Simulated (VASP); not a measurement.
YAgSb2, 8 atoms in the cell. Symmetry: P4/nmm, No. 129, tetragonal system. Conventional cell: a = 4.289 Å, b = 4.289 Å, c = 10.714 Å, α = 90.00°, β = 90.00°, γ = 90.00°. Y (site symmetry 4mm) has 8 Sb at 3.18 to 3.28 Å and 4 Ag at 3.58 Å and 4 Y at 4.29 Å within 4.3 Å. Ag (site symmetry -4m2) has 4 Sb at 2.88 Å and 4 Ag at 3.03 Å and 4 Y at 3.58 Å within 3.8 Å. Within 4.1 Å of Sb (site symmetry -4m2) lie 8 Sb at 3.03 to 4.05 Å and 4 Y at 3.28 Å. Sb (site symmetry 4mm) has 4 Ag at 2.88 Å and 4 Y at 3.18 Å within 3.8 Å. 

| Quantity | Value |
| --- | --- |
| Program | VASP 6.6.1 |
| Task | single point |
| Functional | LDA |
| Potentials or basis | VASP PAW LDA potentials, release 64 (Y_sv, Ag, Sb) |
| Cutoff | 500 eV |
| k mesh | 6 × 6 × 3 |
| Occupations | gaussian, width 0.1 eV |
| Spin | no spin polarisation |
| Dipole correction | no |
| Further INCAR settings | ALGO = Normal; EDIFF = 1e-06; NBANDS = 42 |

Potentials or basis: VASP PAW LDA potentials, release 64 (Y_sv, Ag, Sb).

Run with:

```sh
$ cat potpaw_LDA.64/Y_sv/POTCAR potpaw_LDA.64/Ag/POTCAR potpaw_LDA.64/Sb/POTCAR > POTCAR
$ mpirun -np 1 vasp_std > vasp.out
```

Hardware: 1 thread of AMD EPYC 7571, with other jobs on the host.

Problem. How long does it take, and how much memory?

Solution. Wall time 7.5 min on 1 thread of AMD EPYC 7571, on a shared host, peak memory 0.29 GiB. Counts: scf iterations 14, k points 20.
